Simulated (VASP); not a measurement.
# GaS3 (Pm-3m) in VASP: further runs, part 2 of 2

VASP 6.6.1. Earlier steps stand in the parts before.

## 4. Relaxation of cell and atoms, PBE

This run uses another cell than the first one, of 29.67 Å³/atom.

The input, INCAR:

```
PREC = Accurate ; ENCUT = 600
EDIFF = 1E-7 ; ISMEAR = 0
SIGMA = 0.1 ; LREAL = F
LASPH = T ; NELM = 80
ALGO = Normal ; ISIF = 3
LWAVE = F ; LCHARG = F
GGA = PE ; IBRION = 2
NSW = 90 ; EDIFFG = -0.04
```

The input, KPOINTS:

```
Automatic mesh
0
Gamma
  4 4 4
```

The input, POSCAR:

```
GaS3
1.0
    4.9143349300      0.0000000000      0.0000000000
    0.0000000000      4.9143349300      0.0000000000
    0.0000000000      0.0000000000      4.9143349300
Ga S
1 3
Direct
    0.0000000000      0.0000000000      0.0000000000
    0.5000000000      0.5000000000      0.0000000000
    0.5000000000      0.0000000000      0.5000000000
    0.0000000000      0.5000000000      0.5000000000
```

Potentials or basis: VASP PAW PBE potentials, release 64 (Ga_d, S).

Started as:

```bash
> cat potpaw_PBE.64/Ga_d/POTCAR potpaw_PBE.64/S/POTCAR > POTCAR
> mpirun -np 1 vasp_std > vasp.out
```

OUTCAR:

```text
PREC = Accurate
   ENCUT = 600
   EDIFF = 1E-7
   ISMEAR = 0
   LREAL = F
   LASPH = T
   NELM = 80
   ISIF = 3
   GGA = PE
   IBRION = 2
   NSW = 90
   EDIFFG = -0.04

 ion  position               nearest neighbor table
   1  0.000  0.000  0.000-
   2  0.500  0.500  0.000-
   3  0.500  0.000  0.500-
   4  0.000  0.500  0.500-

  LATTYP: Found a simple cubic cell.
 ALAT       =     4.9143349300

  Lattice vectors:

 A1 = (   4.9143349300,   0.0000000000,   0.0000000000)
 A2 = (   0.0000000000,   4.9143349300,   0.0000000000)
 A3 = (   0.0000000000,   0.0000000000,   4.9143349300)

Analysis of symmetry for initial positions (statically):
=====================================================================
 Subroutine PRICEL returns:
 Original cell was already a primitive cell.

 Routine SETGRP: Setting up the symmetry group for a
 simple cubic supercell.

 Subroutine GETGRP returns: Found 48 space group operations
 (whereof 48 operations were pure point group operations)
[... 132 lines left out ...]
   AEXX    =    0.0000 exact exchange contribution
   IVDW    =     0    specifies the selected vdW correction
   LEPSILON=     F    determine dielectric tensor
   LRPA    =     F    only Hartree local field effects (RPA)
 conjugate gradient relaxation of ions
 non-spin polarized calculation
 Gauss-broadening in eV      SIGMA  =   0.10
  energy-cutoff  :      600.00
  volume of cell :      118.68
 maximum number of plane-waves:      3984
 NGX is ok and might be reduce to    40
   NGX = 19   NGY = 19   NGZ = 19

--------------------------------------- Ionic step        1  -------------------------------------------

 number of electron      30.9999985 magnetization

 Free energy of the ion-electron system (eV)
  ---------------------------------------------------
  ext. energy  EPLUGINS =         0.00000000
  ---------------------------------------------------
  free energy    TOTEN  =        -9.87630646 eV

  energy without entropy =       -9.82527457  energy(sigma->0) =       -9.85079051

------------------------ aborting loop because EDIFF is reached ----------------------------------------

  FORCE on cell =-STRESS in cart. coord.  units (eV):
  Direction    XX          YY          ZZ          XY          YZ          ZX
  --------------------------------------------------------------------------------------
  -------------------------------------------------------------------------------------
  Total       -6.2978137     -6.2978137     -6.2978137      0.0000000      0.0000000     -0.0000000
  in kB      -85.0170710    -85.0170710    -85.0170710      0.0000000      0.0000000     -0.0000000
  external PRESSURE =     -85.0170710 kB  Pullay stress =       0.0000000 kB
[... 669 lines left out ...]
--------------------------------------- Ionic step        7  -------------------------------------------

 number of electron      31.0000007 magnetization

 Free energy of the ion-electron system (eV)
  ---------------------------------------------------
  ext. energy  EPLUGINS =         0.00000000
  ---------------------------------------------------
  free energy    TOTEN  =       -12.17266095 eV

  energy without entropy =      -12.15591378  energy(sigma->0) =      -12.16428737

 E-fermi :   6.3748     XC(G=0): -10.8965

 val. band max:        6.3339960686   @ k =   0.2500   0.2500   0.2500
 cond. band min:       6.4405368297   @ k =   0.5000   0.5000   0.2500
 fundamental gap:      0.1065407611
 Fermi energy:         6.3747963715
[... 249 lines left out ...]
  FREE ENERGIE OF THE ION-ELECTRON SYSTEM (eV)
  ---------------------------------------------------
  free  energy   TOTEN  =       -12.1726609543 eV

  energy  without entropy=      -12.1559137826  energy(sigma->0) =      -12.16428737

 reached required accuracy - stopping structural energy minimisation
```

CONTCAR:

```text
GaS3
   1.00000000000000
     4.1041692084151959   -0.0000000000000000   -0.0000000000000001
     0.0000000000000000    4.1041692084151959   -0.0000000000000001
     0.0000000000000000    0.0000000000000001    4.1041692084151959
  Ga              S
     1     3
Direct
     0.0000000000000000    0.0000000000000000    0.0000000000000000
     0.5000000000000000    0.5000000000000000    0.0000000000000000
     0.5000000000000000    0.0000000000000000    0.5000000000000000
     0.0000000000000000    0.5000000000000000    0.5000000000000000

  0.00000000E+00  0.00000000E+00  0.00000000E+00
  0.00000000E+00  0.00000000E+00  0.00000000E+00
  0.00000000E+00  0.00000000E+00  0.00000000E+00
  0.00000000E+00  0.00000000E+00  0.00000000E+00
```

Run time: 2 min. Hardware: 1 thread of Intel Xeon 6975P-C (Granite Rapids), shared host; peak memory 0.26 GiB.

Results:

```
Free energy                           : -12.1727 eV
Relaxed volume                        : 17.28 Å³/atom
Relaxed cell                          : a = 4.104 Å, b = 4.104 Å, c = 4.104 Å, α = 90.00°, β = 90.00°, γ = 90.00°
Space group after relaxing (to 0.1 Å) : Pm-3m (No. 221)
Pressure after relaxing               : 0.3 GPa
Band gap on the k mesh                : zero (an odd number of electrons rules out a gap without spin polarisation)
```

Final structure:
```
CELL_PARAMETERS angstrom
4.10417 0.00000 0.00000
0.00000 4.10417 0.00000
0.00000 0.00000 4.10417
ATOMIC_POSITIONS crystal
Ga 0.00000 0.00000 0.00000
S 0.50000 0.50000 0.00000
S 0.50000 0.00000 0.50000
S 0.00000 0.50000 0.50000
```

Levels at points of the mesh, in eV from the Fermi level:
```
           k point  band 11  band 12  band 13  band 14  band 15  band 16  band 17  band 18  band 19
(0.00, 0.00, 0.00)    -5.53    -3.52    -1.05    -1.05    -1.05     0.71     0.71     0.71     5.88
(0.50, 0.00, 0.00)    -4.19    -3.13    -3.13    -2.30    -2.00     0.47     0.47     1.35     2.65
(0.50, 0.50, 0.00)    -3.02    -3.02    -2.57    -2.43    -2.43    -0.25     1.27     1.34     2.18
(0.50, 0.50, 0.50)    -6.24    -6.24    -4.66     1.40     1.40     1.40     1.42     1.42     7.82
```

Caveat: the volume moved by over 15 % at a fixed basis, so the end points are rough.

## 5. Single point, PBE

This run uses another cell than the first one, of 17.28 Å³/atom.

The input, INCAR:

```
SYSTEM = GaS3
PREC = Accurate
ENCUT = 520
EDIFF = 1E-7
ISMEAR = 0
SIGMA = 0.1
LREAL = .FALSE.
LASPH = .TRUE.
NELM = 100
ALGO = Normal
ISIF = 2
LWAVE = .FALSE.
LCHARG = .TRUE.
GGA = PE
LELF = .TRUE.
LVHAR = .TRUE.
NBANDS = 24
```

The input, KPOINTS:

```
regular mesh
0
G
  12 12 12
  0 0 0
```

The input, POSCAR:

```
GaS3
1.0
    4.1039558868      0.0000000000      0.0000000000
    0.0000000000      4.1039558868      0.0000000000
    0.0000000000      0.0000000000      4.1039558868
Ga S
1 3
Direct
    0.0000000000      0.0000000000      0.0000000000
    0.5000000000      0.5000000000      0.0000000000
    0.5000000000      0.0000000000      0.5000000000
    0.0000000000      0.5000000000      0.5000000000
```

Potentials or basis: VASP PAW PBE potentials, release 64 (Ga_d, S).

Started as:

```bash
> cat potpaw_PBE.64/Ga_d/POTCAR potpaw_PBE.64/S/POTCAR > POTCAR
> mpirun -np 1 vasp_std > vasp.out
```

OUTCAR:

```text
SYSTEM = GaS3
   PREC = Accurate
   ENCUT = 520
   EDIFF = 1E-7
   ISMEAR = 0
   LREAL = .FALSE.
   LASPH = .TRUE.
   NELM = 100
   ISIF = 2
   GGA = PE

 ion  position               nearest neighbor table
   1  0.000  0.000  0.000-
   2  0.500  0.500  0.000-
   3  0.500  0.000  0.500-
   4  0.000  0.500  0.500-

  LATTYP: Found a simple cubic cell.
 ALAT       =     4.1039558868

  Lattice vectors:

 A1 = (   4.1039558868,   0.0000000000,   0.0000000000)
 A2 = (   0.0000000000,   4.1039558868,   0.0000000000)
 A3 = (   0.0000000000,   0.0000000000,   4.1039558868)

Analysis of symmetry for initial positions (statically):
=====================================================================
 Subroutine PRICEL returns:
 Original cell was already a primitive cell.

 Routine SETGRP: Setting up the symmetry group for a
 simple cubic supercell.

 Subroutine GETGRP returns: Found 48 space group operations
 (whereof 48 operations were pure point group operations)
 out of a pool of 48 trial point group operations.

The static configuration has the point symmetry O_h .

Analysis of symmetry for dynamics (positions and initial velocities):
=====================================================================
 Subroutine PRICEL returns:
 Original cell was already a primitive cell.

 Routine SETGRP: Setting up the symmetry group for a
 simple cubic supercell.

 Subroutine GETGRP returns: Found 48 space group operations
 (whereof 48 operations were pure point group operations)
 out of a pool of 48 trial point group operations.

The dynamic configuration has the point symmetry O_h .

 Subroutine INISYM returns: Found 48 space group operations
 (whereof 48 operations are pure point group operations),
 and found     1 'primitive' translations

----------------------------------------------------------------------------------------

[... 115 lines left out ...]
     AMIX     =   0.40;   BMIX     =  1.00
     AMIX_MAG =   1.60;   BMIX_MAG =  1.00
  volume/ion in A,a.u.               =      17.28       116.61
  Fermi-wavevector in a.u.,A,eV,Ry     =   1.253120  2.368054 21.365366  1.570310
  Thomas-Fermi vector in A             =   2.386988
   LORBIT       =      0    0 simple, 1 ext, 2 COOP (PROOUT), +10 PAW based schemes
   GGA     = PE    functional components
   LHFCALC =     F    Hartree Fock is set to
   AEXX    =    0.0000 exact exchange contribution
   IVDW    =     0    specifies the selected vdW correction
   LEPSILON=     F    determine dielectric tensor
   LRPA    =     F    only Hartree local field effects (RPA)
 non-spin polarized calculation
 Gauss-broadening in eV      SIGMA  =   0.10
  energy-cutoff  :      520.00
  volume of cell :       69.12
 maximum number of plane-waves:      1881
 NGX is ok and might be reduce to    32
   NGX = 15   NGY = 15   NGZ = 15

 number of electron      30.9999995 magnetization

 Free energy of the ion-electron system (eV)
  ---------------------------------------------------
  ext. energy  EPLUGINS =         0.00000000
  ---------------------------------------------------
  free energy    TOTEN  =       -12.21808617 eV

  energy without entropy =      -12.20095288  energy(sigma->0) =      -12.20951953

 E-fermi :   6.3898     XC(G=0): -10.8970

 val. band max:        6.3817328224   @ k =   0.2500   0.2500   0.1667
 cond. band min:       6.3905831572   @ k =   0.4167   0.3333   0.1667
 fundamental gap:      0.0088503348
 Fermi energy:         6.3898459692

 k-point     1 :       0.0000    0.0000    0.0000
  band No.  band energies     occupation
      1      -9.1840      2.00000
      2      -8.1998      2.00000
      3      -8.1998      2.00000
      4      -8.1555      2.00000
      5      -8.1555      2.00000
      6      -8.1555      2.00000
[... 637 lines left out ...]
     23      16.6942      0.00000
     24      17.1443      0.00000

 [... further k-points ...]

------------------------ aborting loop because EDIFF is reached ----------------------------------------

  FORCE on cell =-STRESS in cart. coord.  units (eV):
  Direction    XX          YY          ZZ          XY          YZ          ZX
  --------------------------------------------------------------------------------------
  -------------------------------------------------------------------------------------
  Total       -0.0119082     -0.0119082     -0.0119082     -0.0000000      0.0000000     -0.0000000
  in kB       -0.2760254     -0.2760254     -0.2760254     -0.0000000      0.0000000     -0.0000000
  external PRESSURE =      -0.2760254 kB  Pullay stress =       0.0000000 kB

 VOLUME and BASIS-vectors are now :
 -----------------------------------------------------------------------------
  energy-cutoff  :      520.00
  volume of cell :       69.12
      direct lattice vectors                 reciprocal lattice vectors
     4.103955887  0.000000000  0.000000000     0.243667336  0.000000000  0.000000000
     0.000000000  4.103955887  0.000000000     0.000000000  0.243667336  0.000000000
     0.000000000  0.000000000  4.103955887     0.000000000  0.000000000  0.243667336

 POSITION                                       TOTAL-FORCE (eV/Angst)
 -----------------------------------------------------------------------------------
      0.00000      0.00000      0.00000         0.000000      0.000000      0.000000
      2.05198      2.05198      0.00000         0.000000      0.000000      0.000000
      2.05198      0.00000      2.05198         0.000000      0.000000      0.000000
      0.00000      2.05198      2.05198         0.000000      0.000000      0.000000
 -----------------------------------------------------------------------------------
    total drift:                                0.000000     -0.000000     -0.000000

  FREE ENERGIE OF THE ION-ELECTRON SYSTEM (eV)
  ---------------------------------------------------
  free  energy   TOTEN  =       -12.2180861738 eV

  energy  without entropy=      -12.2009528762  energy(sigma->0) =      -12.20951953
```

stdout:

```text
POSCAR found type information on POSCAR GaS
 POSCAR found :  2 types and       4 ions
 scaLAPACK will be used
 LDA part: xc-table for (Slater+PW92), standard interpolation
 POSCAR, INCAR and KPOINTS ok, starting setup
 FFT: planning ... GRIDC
 FFT: planning ... GRID_SOFT
 FFT: planning ... GRID
 WAVECAR not read
 entering main loop
```

It took 40 s on 1 thread of Intel Xeon 6975P-C (Granite Rapids), shared host; peak memory 0.25 GiB.

Results:

```yaml
Free_energy: -12.2181 eV
Pressure: 0.0 GPa
Band_gap_on_the_k_mesh: zero (an odd number of electrons rules out a gap without spin polarisation)
```

## 6. Summary

| task | cell | k mesh | cutoff (eV) | gap on the mesh (eV) | pressure (GPa) |
| --- | --- | --- | --- | --- | --- |
| single point | a = 4.110 Å, 4 atoms | 4 × 4 × 4 | 520 | none | -0.1 |
| single point | a = 4.914 Å, 4 atoms | 4 × 4 × 4 | 520 | none | -8.5 |
| relaxation of cell and atoms | relaxed from a = 4.914 Å, 4 atoms | 4 × 4 × 4 | 600 | none | 0.3 |
| single point | a = 4.104 Å, 4 atoms | 12 × 12 × 12 | 520 | none | 0.0 |

Alike in all rows: level PBE; potentials or basis VASP PAW PBE potentials, release 64 (Ga_d, S); no spin polarisation; smearing gaussian 0.1 eV.

Caveats: some runs use coarse meshes; the cell stands under tension (at least some runs); the volume moved by over 15 % at a fixed basis, so the end points are rough (at least some runs).

Absolute energies hang on the potentials; compare differences alone.
